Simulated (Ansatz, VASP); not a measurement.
# One calculation of TiO, two programs

The input INCAR:

```
PREC = Accurate
ENCUT = 520
EDIFF = 1E-6
ISMEAR = 0
SIGMA = 0.1
LREAL = False
LASPH = True
NELM = 80
ALGO = Normal
ISIF = 2
LWAVE = False
LCHARG = False
GGA = PS
NBANDS = 26
```

File KPOINTS:

```
Automatic mesh
0
Gamma
  24 24 10
```

Contents of POSCAR:

```
TiO
1.0
    2.8516080131      0.0000000000      0.0000000000
   -1.4258040066      2.4695649810      0.0000000000
    0.0000000000      0.0000000000      5.5675030000
Ti O
2 2
Direct
    0.3333333333      0.6666666667      0.2500000000
    0.6666666667      0.3333333333      0.7500000000
    0.0000000000      0.0000000000      0.0000000000
    0.0000000000      0.0000000000      0.5000000000
```

Input for Ansatz:

```yaml
crystal:
  lattice:
    - [2.8516080131, 0.0, 0.0]
    - [-1.4258040066, 2.469564981, 0.0]
    - [0.0, 0.0, 5.567503]
  atoms:
    - { symbol: Ti, position: [0.3333333333, 0.6666666667, 0.25] }
    - { symbol: Ti, position: [0.6666666667, 0.3333333333, 0.75] }
    - { symbol: O, position: [0.0, 0.0, 0.0] }
    - { symbol: O, position: [0.0, 0.0, 0.5] }
basis:
  ecutwfc: 420
kpoints:
  mp_grid: { grid: [24, 24, 10] }
hamiltonian:
  xc: pbesol
scf:
  occupations: { method: gaussian, width: 0.1 }
output:
  forces: true
  stress: true
  eigenvalues: true
  write_density: true
  write_potential: true
  elf: true
  volumetric_format: npy
```

Alike in both runs: task single point; functional PBEsol; k mesh 24 × 24 × 10; occupations gaussian, width 0.1 eV; no spin polarisation.

|  | VASP | Ansatz |
| --- | --- | --- |
| version | VASP 6.6.1 | Ansatz 0.2.0 |
| potentials or method | VASP PAW PBE potentials, release 64 (Ti_sv, O), cutoff 520 eV | scalar-relativistic, plane waves, PAW |
| valence electrons in the cell | 36 | 36 |

```csv
,VASP,Ansatz,Ansatz less VASP
gap on the k mesh at the Fermi level (eV),none,none,-
pressure (GPa),-9.3,-10.0,-0.66
"traceless stress, the component that is largest in VASP (GPa)",-1.76,-1.85,-0.083
```

VASP's potentials were made for PBE, not for PBEsol. A gap of «none» marks a metal or a gap that the smearing closes.
